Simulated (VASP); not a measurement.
# KF in VASP: a series of runs

Aim: see how the results for KF move with the level of theory and the settings. Levels: r2SCAN, PBE. Tasks: single point.

All numbers are computed with VASP 6.6.1; they aren't measurements. Logs are shortened: lines on timing, memory, paths and dates and some standing lists are left out, and cuts for length are marked.

**1. The cell of the first run**

The structure is cubic, space group F-43m (No. 216). The conventional cell has a = 5.807 Å, b = 5.807 Å, c = 5.807 Å, α = 90.00°, β = 90.00°, γ = 90.00°. Within 3.3 Å of K (site symmetry -43m) lie 4 F at 2.51 Å. Within 3.3 Å of F (site symmetry -43m) lie 4 K at 2.51 Å.

**2. Single point, r2SCAN (strain -1.1%)**

Contents of POSCAR:

```
KF
1.0
    0.0000000000      2.9034055542      2.9034055542
    2.9034055542      0.0000000000      2.9034055542
    2.9034055542      2.9034055542      0.0000000000
K F
1 1
Direct
    0.0000000000      0.0000000000      0.0000000000
    0.2500000000      0.2500000000      0.2500000000
```

Contents of INCAR.step1:

```
ALGO = Normal
EDIFF = 1E-4
ENCUT = 520
GGA = PE
ISMEAR = 0
LASPH = T
LCHARG = F
LREAL = F
LWAVE = T
NBANDS = 15
NELM = 60
PREC = Accurate
SIGMA = 0.01
```

Contents of INCAR.step2:

```
ALGO = Normal
EDIFF = 1E-6
ENCUT = 520
ISIF = 2
ISMEAR = 0
ISTART = 1
LASPH = T
LCHARG = F
LMIXTAU = T
LREAL = F
LWAVE = F
METAGGA = R2SCAN
NBANDS = 15
NELM = 60
PREC = Accurate
SIGMA = 0.01
```

Contents of KPOINTS:

```
k-points
0
Gamma
  8 8 8
```

Potentials or basis: VASP PAW PBE potentials, release 64 (K_sv, F).

Command:

```sh
$ cat potpaw_PBE.64/K_sv/POTCAR potpaw_PBE.64/F/POTCAR > POTCAR
$ cp INCAR.step1 INCAR
$ mpirun -np 1 vasp_std > vasp.out
$ cp INCAR.step2 INCAR
$ mpirun -np 1 vasp_std > vasp.out
```

OUTCAR:

```text
EDIFF = 1E-6
   ENCUT = 520
   ISIF = 2
   ISMEAR = 0
   ISTART = 1
   LASPH = T
   LREAL = F
   METAGGA = R2SCAN
   NELM = 60
   PREC = Accurate

 ion  position               nearest neighbor table
   1  0.000  0.000  0.000-   2 2.51   2 2.51   2 2.51   2 2.51
   2  0.250  0.250  0.250-   1 2.51   1 2.51   1 2.51   1 2.51

  LATTYP: Found a face centered cubic cell.
 ALAT       =     5.8068111084

  Lattice vectors:

 A1 = (   0.0000000000,   2.9034055542,   2.9034055542)
 A2 = (   2.9034055542,   0.0000000000,   2.9034055542)
 A3 = (   2.9034055542,   2.9034055542,   0.0000000000)

Analysis of symmetry for initial positions (statically):
=====================================================================
 Subroutine PRICEL returns:
 Original cell was already a primitive cell.

 Routine SETGRP: Setting up the symmetry group for a
 face centered cubic supercell.

 Subroutine GETGRP returns: Found 24 space group operations
 (whereof 24 operations were pure point group operations)
 out of a pool of 48 trial point group operations.

The static configuration has the point symmetry T_d .

Analysis of symmetry for dynamics (positions and initial velocities):
=====================================================================
 Subroutine PRICEL returns:
 Original cell was already a primitive cell.

 Routine SETGRP: Setting up the symmetry group for a
 face centered cubic supercell.

 Subroutine GETGRP returns: Found 24 space group operations
 (whereof 24 operations were pure point group operations)
 out of a pool of 48 trial point group operations.

The dynamic configuration has the point symmetry T_d .

 Subroutine INISYM returns: Found 24 space group operations
 (whereof 24 operations are pure point group operations),
 and found     1 'primitive' translations

----------------------------------------------------------------------------------------

                                     Primitive cell

  volume of cell :      48.9500

  direct lattice vectors                    reciprocal lattice vectors
     0.000000000  2.903405554  2.903405554    -0.172211560  0.172211560  0.172211560
     2.903405554  0.000000000  2.903405554     0.172211560 -0.172211560  0.172211560
     2.903405554  2.903405554  0.000000000     0.172211560  0.172211560 -0.172211560

  length of vectors
     4.106035512  4.106035512  4.106035512     0.298279172  0.298279172  0.298279172

[... 83 lines left out ...]
   NSW    =      0    number of steps for IOM
   IBRION =     -1    ionic relax: 0-MD 1-quasi-New 2-CG
   NFREE  =      0    steps in history (QN), initial steepest desc. (CG)
   ISIF   =      2    stress and relaxation
   ISYM   =      2    0-nonsym 1-usesym 2-fastsym
   POTIM  = 0.5000    time-step for ionic-motion
   TEBEG  =    0.0;   TEEND  =   0.0 temperature during run
   PSTRESS=    0.0 pullay stress
   NELECT =      16.0000    total number of electrons
   NUPDOWN=      -1.0000    fix difference up-down
   EMIN   =  10.00;   EMAX   =-10.00  energy-range for DOS
   EFERMI =   0.00;   METHOD = LEGACY
   ISMEAR =     0;   SIGMA  =   0.01  broadening in eV -4-tet -1-fermi 0-gaus
   EFERMI_NEDOS =   21; number of points for ismear=-14 and -15
   IALGO  =     38    algorithm
   IMIX   =      4    mixing-type and parameters
     AMIX     =   0.40;   BMIX     =  1.00
     AMIX_MAG =   1.60;   BMIX_MAG =  1.00
  volume/ion in A,a.u.               =      24.48       165.17
  Fermi-wavevector in a.u.,A,eV,Ry     =   1.127709  2.131061 17.302910  1.271728
  Thomas-Fermi vector in A             =   2.264396
   LORBIT       =      0    0 simple, 1 ext, 2 COOP (PROOUT), +10 PAW based schemes
   METAGGA = R2SCAN    functional components
   LHFCALC =     F    Hartree Fock is set to
   AEXX    =    0.0000 exact exchange contribution
   IVDW    =     0    specifies the selected vdW correction
   LEPSILON=     F    determine dielectric tensor
   LRPA    =     F    only Hartree local field effects (RPA)
 non-spin polarized calculation
 Gauss-broadening in eV      SIGMA  =   0.01
  energy-cutoff  :      520.00
  volume of cell :       48.95
 maximum number of plane-waves:      1363
   NGX = 15   NGY = 15   NGZ = 15

 number of electron      15.9999993 magnetization

 Free energy of the ion-electron system (eV)
  ---------------------------------------------------
  ext. energy  EPLUGINS =         0.00000000
  ---------------------------------------------------
  free energy    TOTEN  =       -14.69997496 eV

  energy without entropy =      -14.69997496  energy(sigma->0) =      -14.69997496

 E-fermi :  -3.9180     XC(G=0):  -7.4841

 val. band max:       -4.0691709331   @ k =  -0.2500   0.5000   0.2500
 cond. band min:       1.7541825236   @ k =   0.0000   0.0000   0.0000
 fundamental gap:      5.8233534567
 Fermi energy:        -3.9179989148

 k-point     1 :       0.0000    0.0000    0.0000
  band No.  band energies     occupation
      1     -31.1911      2.00000
      2     -23.7622      2.00000
      3     -13.8156      2.00000
      4     -13.8156      2.00000
      5     -13.8156      2.00000
      6      -4.3020      2.00000
      7      -4.3020      2.00000
      8      -4.3020      2.00000
      9       1.7542      0.00000
     10       8.7000      0.00000
     11       8.7000      0.00000
     12       8.8545      0.00000
     13       8.8545      0.00000
     14       8.8545      0.00000
[... 401 lines left out ...]
      2     -23.8694      2.00000
      3     -14.0148      2.00000
      4     -13.9016      2.00000
      5     -13.7965      2.00000
      6      -4.3304      2.00000
      7      -4.2276      2.00000
      8      -4.1429      2.00000
      9       4.6582      0.00000
     10       5.7593      0.00000
     11       7.8566      0.00000
     12       8.2534      0.00000
     13       9.9930      0.00000
     14      10.5171      0.00000
     15      11.2036      0.00000

 [... further k-points ...]
[... 5 lines left out ...]
  --------------------------------------------------------------------------------------
  -------------------------------------------------------------------------------------
  Total        0.2660477      0.2660477      0.2660477      0.0000000      0.0000000      0.0000000
  in kB        8.7079711      8.7079711      8.7079711      0.0000000      0.0000000      0.0000000
  external PRESSURE =       8.7079711 kB  Pullay stress =       0.0000000 kB

 VOLUME and BASIS-vectors are now :
 -----------------------------------------------------------------------------
  energy-cutoff  :      520.00
  volume of cell :       48.95
      direct lattice vectors                 reciprocal lattice vectors
     0.000000000  2.903405554  2.903405554    -0.172211560  0.172211560  0.172211560
     2.903405554  0.000000000  2.903405554     0.172211560 -0.172211560  0.172211560
     2.903405554  2.903405554  0.000000000     0.172211560  0.172211560 -0.172211560

 POSITION                                       TOTAL-FORCE (eV/Angst)
 -----------------------------------------------------------------------------------
      0.00000      0.00000      0.00000        -0.000000     -0.000000     -0.000000
      1.45170      1.45170      1.45170         0.000000      0.000000      0.000000
 -----------------------------------------------------------------------------------
    total drift:                               -0.000000     -0.000000     -0.000000

  FREE ENERGIE OF THE ION-ELECTRON SYSTEM (eV)
  ---------------------------------------------------
  free  energy   TOTEN  =       -14.6999749581 eV

  energy  without entropy=      -14.6999749581  energy(sigma->0) =      -14.69997496
```

OSZICAR.step1:

```text
N       E                     dE             d eps       ncg     rms          rms(c)
DAV:   1     0.111395925139E+03    0.11140E+03   -0.77771E+03   870   0.989E+02
DAV:   2    -0.469447532350E+01   -0.11609E+03   -0.10576E+03  1102   0.275E+02
DAV:   3    -0.950757130553E+01   -0.48131E+01   -0.47878E+01  1158   0.513E+01
DAV:   4    -0.966913759919E+01   -0.16157E+00   -0.16155E+00  1193   0.812E+00
DAV:   5    -0.967006457252E+01   -0.92697E-03   -0.92697E-03  1179   0.732E-01    0.692E+00
DAV:   6    -0.814224513653E+01    0.15278E+01   -0.45671E+00   954   0.164E+01    0.410E+00
DAV:   7    -0.810098158856E+01    0.41264E-01   -0.12329E-01   947   0.258E+00    0.241E+00
DAV:   8    -0.810042164608E+01    0.55994E-03   -0.77048E-02   954   0.260E+00    0.327E-01
DAV:   9    -0.810376500290E+01   -0.33434E-02   -0.84065E-03  1039   0.594E-01    0.146E-01
DAV:  10    -0.810574718602E+01   -0.19822E-02   -0.24374E-03   905   0.412E-01    0.638E-02
DAV:  11    -0.810569225761E+01    0.54928E-04   -0.15803E-04  1164   0.102E-01
   1 F= -.81056923E+01 E0= -.81056923E+01  d E =-.551845E-27
```

It took 81 s on 1 thread of Intel Xeon Platinum 8259CL at 2.50GHz (Skylake/Cascade Lake), shared host; peak memory 0.19 GiB.

What came out:

* Free energy: -14.7000 eV
* Pressure: 0.9 GPa
* Band gap on the k mesh: 5.82 eV (least direct gap 6.06 eV)

Caveat: the cell differs from its parent crystal (strain -1.1%); the PAW data sets were made with another functional, which shifts forces and pressure a little. A k mesh can miss the band edges.

**3. Single point, PBE (uniaxial z strain +2.4%)**

Contents of INCAR:

```
PREC = Accurate
ENCUT = 520
EDIFF = 1E-7
ISMEAR = -1
SIGMA = 0.02
LREAL = F
LASPH = T
NELM = 80
ALGO = Normal
ISIF = 2
LWAVE = F
LCHARG = T
GGA = PE
LELF = T
LVHAR = T
NBANDS = 15
```

Contents of KPOINTS:

```
Automatic mesh
0
Gamma
  8 8 8
```

Contents of POSCAR:

```
KF
1.0
    0.0000000000      2.9354014298      3.0067316846
    2.9354014298      0.0000000000      3.0067316846
    2.9354014298      2.9354014298      0.0000000000
K F
1 1
Direct
    0.0000000000      0.0000000000      0.0000000000
    0.2500000000      0.2500000000      0.2500000000
```

Potentials or basis: VASP PAW PBE potentials, release 64 (K_sv, F).

Command:

```sh
$ cat potpaw_PBE.64/K_sv/POTCAR potpaw_PBE.64/F/POTCAR > POTCAR
$ mpirun -np 1 vasp_std > vasp.out
```

Wall time 46 s (1 thread of Intel Xeon Platinum 8259CL at 2.50GHz (Skylake/Cascade Lake), shared host); peak memory 0.19 GiB.

The run converged. Its results:

```
Free energy            : -8.1274 eV
Pressure               : 0.4 GPa
Band gap on the k mesh : 5.09 eV (least direct gap 5.28 eV)
```

Levels at points of the mesh, in eV from the valence-band top:
```csv
k point,band 4,band 5,band 6,band 7,band 8,band 9,band 10,band 11,band 12,band 13
"(0.00, 0.00, 0.00)",-9.68,-9.67,-0.20,-0.19,-0.19,5.09,11.56,11.66,11.75,11.83
"(0.50, 0.00, 0.00)",-9.72,-9.72,-0.27,-0.11,-0.10,7.92,9.08,10.75,10.86,12.83
"(0.50, 0.50, 0.00)",-9.79,-9.69,-0.44,0.00,0.00,8.15,8.27,12.01,12.80,12.89
"(0.50, 0.00, 0.50)",-9.78,-9.71,-0.43,-0.01,0.00,8.21,8.34,12.18,12.78,12.80
```

Caveat: the cell differs from its parent crystal (uniaxial z strain +2.4%). A k mesh can miss the band edges.

**4. Single point, PBE (shear xy strain -2.7%)**

Contents of INCAR:

```
SYSTEM = KF
  PREC = Accurate
  ENCUT = 520
  EDIFF = 1E-7
  ISMEAR = -1
  SIGMA = 0.02
  LREAL = .False.
  LASPH = .True.
  NELM = 80
  ALGO = Normal
  ISIF = 2
  LWAVE = .False.
  LCHARG = .True.
  GGA = PE
  LELF = .True.
  LVHAR = .True.
  NBANDS = 15
```

Contents of KPOINTS:

```
Automatic mesh
0
Gamma
  8 8 8
  0 0 0
```

Contents of POSCAR:

```
KF
1.0
   -0.0391876091      2.9354014298      2.9354014298
    2.9354014298     -0.0391876091      2.9354014298
    2.8962138207      2.8962138207      0.0000000000
K F
1 1
Direct
   -0.0029754569     -0.0029754569      0.0029754569
    0.2529754569      0.2529754569      0.2470245431
```

Command:

```sh
$ cat potpaw_PBE.64/K_sv/POTCAR potpaw_PBE.64/F/POTCAR > POTCAR
$ mpirun -np 1 vasp_std > vasp.out
```

Wall time 73 s (1 thread of Intel Xeon Platinum 8259CL at 2.50GHz (Skylake/Cascade Lake), shared host); peak memory 0.22 GiB.

Results (log left out):

| Item | Value |
| --- | --- |
| Free energy | -8.1206 eV |
| Pressure | 0.9 GPa |
| Band gap on the k mesh | 5.15 eV (least direct gap 5.35 eV) |

Forces in eV/Å, atoms in the order of the input:
```
K    0.000  0.000 -0.002
F    0.000  0.000  0.002
```

Stress tensor (GPa, compression positive):
```
0.94 0.17 0.00
0.17 0.94 0.00
0.00 0.00 0.93
```

Levels at points of the mesh, in eV from the valence-band top:
| k point | band 6 | band 7 | band 8 | band 9 | band 10 | band 11 |
| --- | --- | --- | --- | --- | --- | --- |
| (0.00, 0.00, 0.00) | -0.22 | -0.21 | -0.20 | 5.15 | 11.68 | 11.76 |
| (0.50, 0.00, 0.00) | -0.29 | -0.12 | -0.11 | 7.95 | 9.18 | 10.79 |
| (0.50, 0.50, 0.00) | -0.46 | -0.01 | 0.00 | 8.25 | 8.38 | 12.30 |
| (0.00, 0.00, 0.50) | -0.27 | -0.13 | -0.13 | 8.05 | 9.23 | 10.76 |
| (0.50, 0.00, 0.50) | -0.46 | -0.01 | -0.01 | 8.26 | 8.38 | 12.30 |

Caveat: the cell differs from its parent crystal (shear xy strain -2.7%).

(Part 1 of 2 ends here.)
